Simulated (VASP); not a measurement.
Crystal: SiO2 (Stishovite).

```
CELL_PARAMETERS angstrom
4.23597 0.00000 0.00000
0.00000 4.23597 0.00000
0.00000 0.00000 2.69056
ATOMIC_POSITIONS crystal
Si 0.00000 0.00000 0.00000
Si 0.50000 0.50000 0.50000
O 0.30697 0.30697 0.00000
O 0.19303 0.80697 0.50000
O 0.69303 0.69303 0.00000
O 0.80697 0.19303 0.50000
```

| Property | Result |
| --- | --- |
| Program | VASP 6.6.1 |
| Task | relaxation of cell and atoms |
| Functional | LDA |
| Potentials or basis | VASP PAW LDA potentials, release 64 (Si, O) |
| Cutoff | 600 eV |
| k mesh | 6 × 6 × 8 |
| Occupations | gaussian, width 0.02 eV |
| Spin | no spin polarisation |

At the start: pressure -13.5 GPa; volume 8.05 Å³/atom.

Problem. Where does the relaxation end?

Solution. Over 10 steps the energy falls by 16.5 meV/atom and the volume is 7.67 Å³/atom (-4.7 %); space group P4_2/mnm (No. 136, to 0.05 Å).

The path:
```
step  energy change (eV)  largest force (eV/Å)  pressure (GPa)  volume (Å³)
   1              0.0000                0.0898          -13.47        48.28
   2              0.0748                0.8529           21.30        43.71
   3             -0.0894                0.2789           -0.37        46.26
   4             -0.0894                0.2873           -0.07        46.23
   5             -0.0985                0.0412            0.27        45.97
   6             -0.0985                0.0403            0.29        45.97
   7             -0.0991                0.0002           -0.31        46.03
   8             -0.0991                0.0085           -0.17        46.02
   9             -0.0991                0.0115            0.17        45.98
  10             -0.0991                0.0009            0.00        46.00
```

Final structure:
```
CELL_PARAMETERS angstrom
4.15387 0.00000 0.00000
0.00000 4.15387 0.00000
0.00000 0.00000 2.66586
ATOMIC_POSITIONS crystal
Si 0.00000 0.00000 0.00000
Si 0.50000 0.50000 0.50000
O 0.30539 0.30539 0.00000
O 0.19461 0.80539 0.50000
O 0.69461 0.69461 0.00000
O 0.80539 0.19461 0.50000
```
